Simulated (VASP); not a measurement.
Set up this calculation in VASP 6.6.1, as the native input.

```
Task                   : single point
Functional             : PBE
Potentials or basis    : VASP PAW PBE potentials, release 64 (Ti_sv, C)
Cutoff                 : 520 eV
k mesh                 : 20 × 20 × 20
Occupations            : gaussian, width 0.15 eV
Spin                   : no spin polarisation
Dipole correction      : no
Further INCAR settings : ALGO = Normal; EDIFF = 1e-06; NBANDS = 15
```

The structure of TiC lies in POSCAR:

```
TiC
1.0
    0.0000000000      2.4981555169      1.6238010860
    2.4981555169      0.0000000000      1.6238010860
    2.4981555169      2.4981555169      0.0000000000
Ti C
1 1
Direct
    0.0000000000      0.0000000000      0.0000000000
    0.5000000000      0.5000000000      0.5000000000
```

This cell differs from its parent crystal: ratio of the length along z to the lengths across it x 0.65, volume and fractional coordinates fixed.

One way to write it, as run:

INCAR

```
PREC     = Accurate       # precision mode
ENCUT    = 520            # plane-wave cutoff, eV
EDIFF    = 1E-6           # SCF threshold, eV
ISMEAR   = 0              # smearing method
SIGMA    = 0.15           # smearing width, eV
LREAL    = False          # projectors in reciprocal space
LASPH    = True           # aspherical terms in the spheres
NELM     = 100            # most SCF steps
ALGO     = Normal         # electronic algorithm
ISIF     = 2              # what is computed and relaxed
LWAVE    = False          # write WAVECAR
LCHARG   = False          # write CHGCAR
GGA      = PE             # functional
NBANDS   = 15             # bands
```

KPOINTS

```
Automatic mesh
0
Gamma
  20 20 20
```

Potentials or basis: VASP PAW PBE potentials, release 64 (Ti_sv, C).

Command:

```bash
$ cat potpaw_PBE.64/Ti_sv/POTCAR potpaw_PBE.64/C/POTCAR > POTCAR
$ mpirun -np 1 vasp_std > vasp.out
```

Results of the run:

```json
{"Pressure": "78.8 GPa", "Band gap on the k mesh": "zero (band 8 reaches 10.40 eV, above the bottom of band 9 at 8.19 eV)"}
```

It took 2 min on 1 thread of AMD EPYC 9R45 96-Core Processor (Zen 5) (shared host), peak memory 0.28 GiB.
